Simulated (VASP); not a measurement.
Crystal: AgBr.

```
Ag Br
1.0
     4.09212    0.00000    0.04146
     0.00000    4.09190    0.00000
    -0.05767    0.00000    5.78353
Ag Br
2 2
Cartesian
  3.0257 3.0689 4.3686
  1.0087 1.0230 1.4564
  0.9797 1.0230 4.3480
  3.0547 3.0689 1.4770
```

Base run:

* Program: VASP 6.6.1
* Functional: PBE
* Potentials or basis: VASP PAW PBE potentials, release 64 (Ag, Br)
* Cutoff: 500 eV
* k mesh: 6 × 6 × 4
* Occupations: gaussian, width 0.01 eV
* Spin: no spin polarisation

Its results: band gap on the k mesh 0.68 eV; pressure 1.2 GPa.

Question: The run is repeated on the same cell with these changes: functional from PBE to r2SCAN; cutoff from 500 eV to 550 eV. What comes out?

Answer: Band gap on the k mesh 1.24 eV; pressure -0.1 GPa.

Caveats: the PAW data sets were made with another functional, which shifts forces and pressure a little (at least some runs).

A k mesh can miss the band edges.
